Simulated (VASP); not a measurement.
A run of VASP 6.6.1 is set up as follows.

Contents of INCAR:

```
SYSTEM = TeF
PREC     = Accurate       ! precision mode
ENCUT    = 600            ! plane-wave cutoff, eV
EDIFF    = 1E-6           ! SCF threshold, eV
ISMEAR   = 0              ! smearing method
SIGMA    = 0.1            ! smearing width, eV
LREAL    = .False.        ! projectors in reciprocal space
LASPH    = .True.         ! aspherical terms in the spheres
NELM     = 100            ! most SCF steps
ALGO     = Normal         ! electronic algorithm
ISIF     = 3              ! what is computed and relaxed
LWAVE    = .False.        ! write WAVECAR
LCHARG   = .False.        ! write CHGCAR
GGA      = PE             ! functional
IBRION   = 2              ! ionic algorithm
NSW      = 100            ! ionic steps
EDIFFG   = -0.01          ! ionic threshold
```

Contents of KPOINTS:

```
regular mesh
0
Gamma
  16 16 16
  0 0 0
```

POSCAR

```
TeF
1.0
    0.0000000000      2.8963846066      2.8963846066
    2.8963846066      0.0000000000      2.8963846066
    2.8963846066      2.8963846066      0.0000000000
Te F
1 1
Direct
    0.0000000000      0.0000000000      0.0000000000
    0.7500000000      0.7500000000      0.7500000000
```

Potentials or basis: VASP PAW PBE potentials, release 64 (Te, F).

Launch:

```console
$ cat potpaw_PBE.64/Te/POTCAR potpaw_PBE.64/F/POTCAR > POTCAR
$ mpirun -np 1 vasp_std > vasp.out
```

(1) Predict the relaxed cell.

(2) Estimate the relaxed volume.

(3) Estimate the space group after relaxing (to 0.05 Å).

## Answers

(1) a = 4.107 Å, b = 4.107 Å, c = 4.107 Å, α = 60.00°, β = 60.00°, γ = 60.00°.

(2) 24.50 Å³/atom.

(3) F-43m (No. 216).

Caveat: an odd number of electrons without spin polarisation forces a metal; a magnetic or distorted state may lie lower.
